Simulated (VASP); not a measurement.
Set up this calculation in VASP 6.6.1, as the native input.

```yaml
Task: single point
Functional: PBE
Potentials_or_basis: VASP PAW PBE potentials, release 64 (Ir)
Cutoff: 520 eV
k_mesh: 12 × 12 × 12
Occupations: gaussian, width 0.018 eV
Spin: no spin polarisation
Dipole_correction: no
Further_INCAR_settings: ALGO = Normal; EDIFF = 1e-07; NBANDS = 10
```

The structure of Ir lies in POSCAR:

```
Ir
1.0
    0.0000000000      1.9156000000      1.9156000000
    1.9156000000      0.0000000000      1.9156000000
    1.9156000000      1.9156000000      0.0000000000
Ir
1
Direct
    0.0000000000      0.0000000000      0.0000000000
```

One way to write it, as run:

INCAR

```
SYSTEM = Ir
ALGO = Normal ; EDIFF = 1E-7
ENCUT = 520 ; GGA = PE
ISIF = 2 ; ISMEAR = 0
LASPH = .True. ; LCHARG = .True.
LELF = .True. ; LREAL = .False.
LVHAR = .True. ; LWAVE = .False.
NBANDS = 10 ; NELM = 80
PREC = Accurate ; SIGMA = 0.018000000000000002
```

KPOINTS

```
k-points
0
Gamma
  12 12 12
  0 0 0
```

Potentials or basis: VASP PAW PBE potentials, release 64 (Ir).

Command:

```console
$ cat potpaw_PBE.64/Ir/POTCAR > POTCAR
$ mpirun -np 1 vasp_std > vasp.out
```

Results of the run:

```json
{"Pressure": "11.8 GPa"}
```

It took 15 s on 1 thread of AMD EPYC 7R13, with other jobs on the host, peak memory 0.1 GiB.
